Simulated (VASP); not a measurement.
# GaAs (F-43m) in VASP: single point with PBE

Aim: the single point of GaAs with PBE.

Program: VASP 6.6.1. These are calculated values, not measurements. Logs are shortened: lines on timing, memory, paths and dates and some standing lists are left out, and cuts for length are marked.

**1. The cell of the first run**

It takes space group F-43m (No. 216, cubic). Conventional cell: a = 5.654 Å, b = 5.654 Å, c = 5.654 Å, α = 90.00°, β = 90.00°, γ = 90.00°. Within 3.2 Å of Ga (site symmetry -43m) lie 4 As at 2.45 Å. Within 3.2 Å of As (site symmetry -43m) lie 4 Ga at 2.45 Å.

**2. Single point, PBE**

The input, INCAR:

```
ALGO = Normal
EDIFF = 1E-6
ENCUT = 500
GGA = PE
GGA_COMPAT = False
ISIF = 2
ISMEAR = 0
LASPH = True
LCHARG = False
LREAL = False
LWAVE = False
NBANDS = 16
NELM = 120
PREC = Accurate
SIGMA = 0.01
```

The input, KPOINTS:

```
k-points
0
Gamma
  4 4 4
```

The input, POSCAR:

```
GaAs
1.0
    0.0000000000      2.8268500000      2.8268500000
    2.8268500000      0.0000000000      2.8268500000
    2.8268500000      2.8268500000      0.0000000000
Ga As
1 1
Direct
    0.0000000000      0.0000000000      0.0000000000
    0.2500000000      0.2500000000      0.2500000000
```

Potentials or basis: VASP PAW PBE potentials, release 64 (Ga_d, As).

Command:

```console
$ cat potpaw_PBE.64/Ga_d/POTCAR potpaw_PBE.64/As/POTCAR > POTCAR
$ mpirun -np 1 vasp_std > vasp.out
```

OUTCAR:

```text
EDIFF = 1E-6
   ENCUT = 500
   GGA = PE
   ISIF = 2
   ISMEAR = 0
   LASPH = True
   LREAL = False
   NELM = 120
   PREC = Accurate

 ion  position               nearest neighbor table
   1  0.000  0.000  0.000-   2 2.45   2 2.45   2 2.45   2 2.45
   2  0.250  0.250  0.250-   1 2.45   1 2.45   1 2.45   1 2.45

  LATTYP: Found a face centered cubic cell.
 ALAT       =     5.6537000000

  Lattice vectors:

 A1 = (   0.0000000000,   2.8268500000,   2.8268500000)
 A2 = (   2.8268500000,   0.0000000000,   2.8268500000)
 A3 = (   2.8268500000,   2.8268500000,   0.0000000000)

Analysis of symmetry for initial positions (statically):
=====================================================================
 Subroutine PRICEL returns:
 Original cell was already a primitive cell.

 Routine SETGRP: Setting up the symmetry group for a
 face centered cubic supercell.

 Subroutine GETGRP returns: Found 24 space group operations
 (whereof 24 operations were pure point group operations)
 out of a pool of 48 trial point group operations.

The static configuration has the point symmetry T_d .

Analysis of symmetry for dynamics (positions and initial velocities):
=====================================================================
 Subroutine PRICEL returns:
 Original cell was already a primitive cell.

 Routine SETGRP: Setting up the symmetry group for a
 face centered cubic supercell.

 Subroutine GETGRP returns: Found 24 space group operations
 (whereof 24 operations were pure point group operations)
 out of a pool of 48 trial point group operations.

The dynamic configuration has the point symmetry T_d .

 Subroutine INISYM returns: Found 24 space group operations
 (whereof 24 operations are pure point group operations),
 and found     1 'primitive' translations

----------------------------------------------------------------------------------------

                                     Primitive cell

  volume of cell :      45.1792

  direct lattice vectors                    reciprocal lattice vectors
     0.000000000  2.826850000  2.826850000    -0.176875321  0.176875321  0.176875321
     2.826850000  0.000000000  2.826850000     0.176875321 -0.176875321  0.176875321
     2.826850000  2.826850000  0.000000000     0.176875321  0.176875321 -0.176875321

  length of vectors
     3.997769609  3.997769609  3.997769609     0.306357042  0.306357042  0.306357042

  position of ions in fractional coordinates (direct lattice)
     0.000000000  0.000000000  0.000000000
     0.250000000  0.250000000  0.250000000

  ion indices of the primitive-cell ions
   primitive index   ion index
                 1           1
                 2           2

----------------------------------------------------------------------------------------

 KPOINTS: k-points

Automatic generation of k-mesh.
 Grid dimensions read from file:
 generate k-points for:    4    4    4

 Generating k-lattice:

  Cartesian coordinates                     Fractional coordinates (reciprocal lattice)
    -0.044218830  0.044218830  0.044218830     0.250000000  0.000000000  0.000000000
     0.044218830 -0.044218830  0.044218830     0.000000000  0.250000000  0.000000000
     0.044218830  0.044218830 -0.044218830     0.000000000  0.000000000  0.250000000

  Length of vectors
     0.076589260  0.076589260  0.076589260

  Shift w.r.t. Gamma in fractional coordinates (k-lattice)
     0.000000000  0.000000000  0.000000000

 Subroutine IBZKPT returns following result:
 ===========================================

 Found      8 irreducible k-points:

 Following reciprocal coordinates:
            Coordinates               Weight
  0.000000  0.000000  0.000000      1.000000
  0.250000  0.000000  0.000000      8.000000
  0.500000  0.000000  0.000000      4.000000
  0.250000  0.250000  0.000000      6.000000
  0.500000  0.250000  0.000000     24.000000
 -0.250000  0.250000  0.000000     12.000000
  0.500000  0.500000  0.000000      3.000000
 -0.250000  0.500000  0.250000      6.000000
   k-points           NKPTS =      8   k-points in BZ     NKDIM =      8   number of bands    NBANDS=     16
   number of dos      NEDOS =    301   number of ions     NIONS =      2
   total plane-waves  NPLWV =  27000
   dimension x,y,z NGX =    30 NGY =   30 NGZ =   30
   dimension x,y,z NGXF=    60 NGYF=   60 NGZF=   60
   ions per type =               1   1
   NGX,Y,Z   is equivalent  to a cutoff of  12.48, 12.48, 12.48 a.u.
   NGXF,Y,Z  is equivalent  to a cutoff of  24.95, 24.95, 24.95 a.u.
 SYSTEM =  unknown system
   PREC   = accura    normal or accurate (medium, high low for compatibility)
   ISTART =      0    job   : 0-new  1-cont  2-samecut
   ICHARG =      2    charge: 1-file 2-atom 10-const
   ISPIN  =      1    spin polarized calculation?
   LNONCOLLINEAR =      F non collinear calculations
   LSORBIT =      F    spin-orbit coupling
   LASPH  =      T    aspherical Exc in radial PAW
   ENCUT  =  500.0 eV  36.75 Ry    6.06 a.u.   7.29  7.29  7.29*2*pi/ulx,y,z
   NELM   =    120;   NELMIN=  2; NELMDL= -5     # of ELM steps
   EDIFF  = 0.1E-05   stopping-criterion for ELM
   LREAL  =      F    real-space projection
   EDIFFG = 0.1E-04   stopping-criterion for IOM
   NSW    =      0    number of steps for IOM
   IBRION =     -1    ionic relax: 0-MD 1-quasi-New 2-CG
   NFREE  =      0    steps in history (QN), initial steepest desc. (CG)
   ISIF   =      2    stress and relaxation
   ISYM   =      2    0-nonsym 1-usesym 2-fastsym
   POTIM  = 0.5000    time-step for ionic-motion
   TEBEG  =    0.0;   TEEND  =   0.0 temperature during run
   PSTRESS=    0.0 pullay stress
   NELECT =      18.0000    total number of electrons
   NUPDOWN=      -1.0000    fix difference up-down
   EMIN   =  10.00;   EMAX   =-10.00  energy-range for DOS
   EFERMI =   0.00;   METHOD = LEGACY
   ISMEAR =     0;   SIGMA  =   0.01  broadening in eV -4-tet -1-fermi 0-gaus
   EFERMI_NEDOS =   21; number of points for ismear=-14 and -15
   IALGO  =     38    algorithm
   IMIX   =      4    mixing-type and parameters
     AMIX     =   0.40;   BMIX     =  1.00
     AMIX_MAG =   1.60;   BMIX_MAG =  1.00
  volume/ion in A,a.u.               =      22.59       152.44
  Fermi-wavevector in a.u.,A,eV,Ry     =   1.204628  2.276417 19.743799  1.451128
  Thomas-Fermi vector in A             =   2.340347
   LORBIT       =      0    0 simple, 1 ext, 2 COOP (PROOUT), +10 PAW based schemes
   GGA     = PE    functional components
   LHFCALC =     F    Hartree Fock is set to
   AEXX    =    0.0000 exact exchange contribution
   IVDW    =     0    specifies the selected vdW correction
   LEPSILON=     F    determine dielectric tensor
   LRPA    =     F    only Hartree local field effects (RPA)
 non-spin polarized calculation
 Gauss-broadening in eV      SIGMA  =   0.01
  energy-cutoff  :      500.00
  volume of cell :       45.18
 maximum number of plane-waves:      1174
 NGX is ok and might be reduce to    30
   NGX = 15   NGY = 15   NGZ = 15

 number of electron      17.9999995 magnetization

 Free energy of the ion-electron system (eV)
  ---------------------------------------------------
  ext. energy  EPLUGINS =         0.00000000
  ---------------------------------------------------
  free energy    TOTEN  =        -8.07306373 eV

  energy without entropy =       -8.07306373  energy(sigma->0) =       -8.07306373

 E-fermi :   4.1137     XC(G=0):  -9.5606

 val. band max:        3.9811139844   @ k =   0.0000   0.0000   0.0000
 cond. band min:       4.4901137314   @ k =   0.0000   0.0000   0.0000
 fundamental gap:      0.5089997470
 Fermi energy:         4.1136769826

 k-point     1 :       0.0000    0.0000    0.0000
  band No.  band energies     occupation
      1     -10.8824      2.00000
      2     -10.8824      2.00000
      3     -10.8824      2.00000
      4     -10.8046      2.00000
      5     -10.8046      2.00000
      6      -8.7472      2.00000
[... 8 lines left out ...]
     15      14.0741      0.00000
     16      14.0741      0.00000

 k-point     2 :       0.2500    0.0000    0.0000
  band No.  band energies     occupation
      1     -10.9239      2.00000
      2     -10.8713      2.00000
      3     -10.8713      2.00000
      4     -10.8043      2.00000
      5     -10.8043      2.00000
      6      -8.0540      2.00000
[... 8 lines left out ...]
     15      12.9806      0.00000
     16      12.9806      0.00000

 k-point     3 :       0.5000    0.0000    0.0000
  band No.  band energies     occupation
      1     -10.9594      2.00000
      2     -10.8633      2.00000
      3     -10.8633      2.00000
      4     -10.8007      2.00000
      5     -10.8007      2.00000
      6      -6.9763      2.00000
[... 8 lines left out ...]
     15      15.8269      0.00000
     16      15.8269      0.00000

 k-point     4 :       0.2500    0.2500    0.0000
  band No.  band energies     occupation
      1     -10.9441      2.00000
      2     -10.8586      2.00000
      3     -10.8586      2.00000
      4     -10.8161      2.00000
      5     -10.7983      2.00000
      6      -7.8179      2.00000
[... 8 lines left out ...]
     15      15.0764      0.00000
     16      15.3789      0.00000

 k-point     5 :       0.5000    0.2500    0.0000
  band No.  band energies     occupation
      1     -10.9710      2.00000
      2     -10.8526      2.00000
      3     -10.8474      2.00000
      4     -10.8154      2.00000
      5     -10.7976      2.00000
      6      -6.6854      2.00000
[... 8 lines left out ...]
     15      15.9754      0.00000
     16      16.5577      0.00000

 k-point     6 :      -0.2500    0.2500    0.0000
  band No.  band energies     occupation
      1     -10.9565      2.00000
      2     -10.8595      2.00000
      3     -10.8574      2.00000
      4     -10.8065      2.00000
      5     -10.8043      2.00000
      6      -7.1025      2.00000
[... 8 lines left out ...]
     15      14.3128      0.00000
     16      16.6596      0.00000

 k-point     7 :       0.5000    0.5000    0.0000
  band No.  band energies     occupation
      1     -10.9909      2.00000
      2     -10.8336      2.00000
      3     -10.8336      2.00000
      4     -10.8301      2.00000
      5     -10.7919      2.00000
      6      -6.2294      2.00000
[... 8 lines left out ...]
     15      17.3168      0.00000
     16      17.3235      0.00000

 k-point     8 :      -0.2500    0.5000    0.2500
  band No.  band energies     occupation
      1     -10.9779      2.00000
      2     -10.8517      2.00000
      3     -10.8384      2.00000
      4     -10.8153      2.00000
      5     -10.8006      2.00000
      6      -6.1710      2.00000
[... 8 lines left out ...]
     15      16.1622      0.00000
     16      17.2864      0.00000

------------------------ aborting loop because EDIFF is reached ----------------------------------------

  FORCE on cell =-STRESS in cart. coord.  units (eV):
  Direction    XX          YY          ZZ          XY          YZ          ZX
  --------------------------------------------------------------------------------------
  -------------------------------------------------------------------------------------
  Total        1.0428535      1.0428535      1.0428535     -0.0000000     -0.0000000     -0.0000000
  in kB       36.9824446     36.9824446     36.9824446     -0.0000000     -0.0000000     -0.0000000
  external PRESSURE =      36.9824446 kB  Pullay stress =       0.0000000 kB

 VOLUME and BASIS-vectors are now :
 -----------------------------------------------------------------------------
  energy-cutoff  :      500.00
  volume of cell :       45.18
      direct lattice vectors                 reciprocal lattice vectors
     0.000000000  2.826850000  2.826850000    -0.176875321  0.176875321  0.176875321
     2.826850000  0.000000000  2.826850000     0.176875321 -0.176875321  0.176875321
     2.826850000  2.826850000  0.000000000     0.176875321  0.176875321 -0.176875321

 POSITION                                       TOTAL-FORCE (eV/Angst)
 -----------------------------------------------------------------------------------
      0.00000      0.00000      0.00000         0.000000      0.000000      0.000000
      1.41342      1.41342      1.41342        -0.000000     -0.000000     -0.000000
 -----------------------------------------------------------------------------------
    total drift:                               -0.000000     -0.000000     -0.000000

  FREE ENERGIE OF THE ION-ELECTRON SYSTEM (eV)
  ---------------------------------------------------
  free  energy   TOTEN  =        -8.0730637253 eV

  energy  without entropy=       -8.0730637253  energy(sigma->0) =       -8.07306373
```

Run time: 18 s. Hardware: 1 thread of Intel Xeon 8259CL, shared host; peak memory 0.16 GiB.

What came out:

- Free energy: -8.0731 eV
- Pressure: 3.7 GPa
- Band gap on the k mesh: 0.51 eV, direct

Levels at points of the mesh, in eV from the valence-band top:
```csv
k point,band 5,band 6,band 7,band 8,band 9,band 10,band 11,band 12,band 13,band 14
"(0.00, 0.00, 0.00)",-14.79,-12.73,0.00,0.00,0.00,0.51,3.69,3.69,3.69,7.58
"(0.50, 0.00, 0.00)",-14.78,-10.96,-6.66,-1.15,-1.15,0.98,4.60,4.60,7.74,10.41
"(0.50, 0.50, 0.00)",-14.77,-10.21,-6.85,-2.69,-2.69,1.44,1.63,10.15,10.15,10.99
```

Caveat: the k points lie up to 0.48 Å⁻¹ apart. A k mesh can miss the band edges.
